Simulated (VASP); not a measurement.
A run of VASP 6.6.1 is set up as follows.

File INCAR:

```
ALGO = Normal
EDIFF = 1E-7
ENCUT = 520
GGA = PE
ISIF = 2
ISMEAR = -1
IVDW = 12
LASPH = T
LCHARG = F
LREAL = Auto
LWAVE = F
NBANDS = 84
NELM = 100
PREC = Accurate
SIGMA = 0.02
```

KPOINTS

```
k-points
0
Gamma
  3 3 3
```

Contents of POSCAR:

```
Si9O16
1.0
   -4.1043000000     -4.1043000000      0.0000000000
    4.1043000000     -4.1043000000      0.0000000000
    0.0000000000      0.0000000000      5.2834000000
Si O
9 16
Direct
    0.4760950710      0.4753546281     -0.0153651058
    0.0400896621      0.4823285335      0.2364486883
    0.4637701922      0.4774117389      0.5100796835
   -0.0310295300      0.5065839485      0.7471340425
    0.0270649075      0.0145244012     -0.0043772949
    0.5359846990      0.0024803255      0.2539900443
    0.0285880662      0.0203111371      0.5109482530
    0.5157136418     -0.0068775431      0.7516828179
    0.7633585508      0.7007434885      0.2657033350
    0.1808968643      0.5089479327     -0.0251985464
    0.0223664206      0.2067552323      0.2492287164
    0.7620781863      0.4623381575     -0.0448296551
    0.0401131740      0.8462759789      0.2601364652
    0.1727056989      0.5077913408      0.5119536662
    0.0348681870      0.2063678337      0.7518705758
    0.7561048169      0.5028072997      0.5278150433
   -0.0001661672      0.8101461881      0.7522313283
    0.7211455059      0.0371155861     -0.0201245410
    0.4469389421      0.6443104793      0.2451285157
    0.3258614136     -0.0128450649      0.0033328917
    0.4806984139      0.2867523086      0.2497993716
    0.7240311381      0.0536678605      0.5272038839
    0.4838298857      0.6929788271      0.7505916645
    0.3280553322     -0.0139067563      0.5007767725
    0.4528864849      0.2888538849      0.7459092630
```

Potentials or basis: VASP PAW PBE potentials, release 64 (Si, O).

Command:

```sh
$ cat potpaw_PBE.64/Si/POTCAR potpaw_PBE.64/O/POTCAR > POTCAR
$ mpirun -np 1 vasp_std > vasp.out
```

Question: What does it give for the band gap on the k mesh?

Answer: 2.40 eV.

Question: What does it give for the largest force?

Answer: 0.101 eV/Å.

Stress tensor (GPa, compression positive):
```
 48.13 -11.35   3.04
-11.35  73.40  -3.39
  3.04  -3.39  65.18
```
